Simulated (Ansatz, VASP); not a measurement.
## One calculation of AlNi, two programs

```
Al Ni
1.0
     2.88100    0.00000    0.00000
     0.00000    2.88100    0.00000
     0.00000    0.00000    2.88100
Al Ni
1 1
Direct
  0.00000 0.00000 0.00000
  0.50000 0.50000 0.50000
```

Alike in both runs: task single point; functional PBEsol; k mesh 10 × 10 × 10; occupations fermi-dirac, width 0.1 eV; collinear spin.

|  | VASP | Ansatz |
| --- | --- | --- |
| version | VASP 6.6.1 | Ansatz 0.2.0 |
| potentials or method | VASP PAW PBE potentials, release 64 (Al, Ni), cutoff 520 eV | plane waves, PAW |
| valence electrons in the cell | 13 | 21 |

```csv
,VASP,Ansatz,Ansatz less VASP
pressure (GPa),-3.1,-3.3,-0.13
net moment per atom (μB),0.00,0.00,0.000
```

VASP's potentials were made for PBE, not for PBEsol. VASP's potentials hold 13 valence electrons a cell and Ansatz's 21, so a difference there can come from the potentials and not from the codes. Ansatz's warnings: seeded moment not kept.
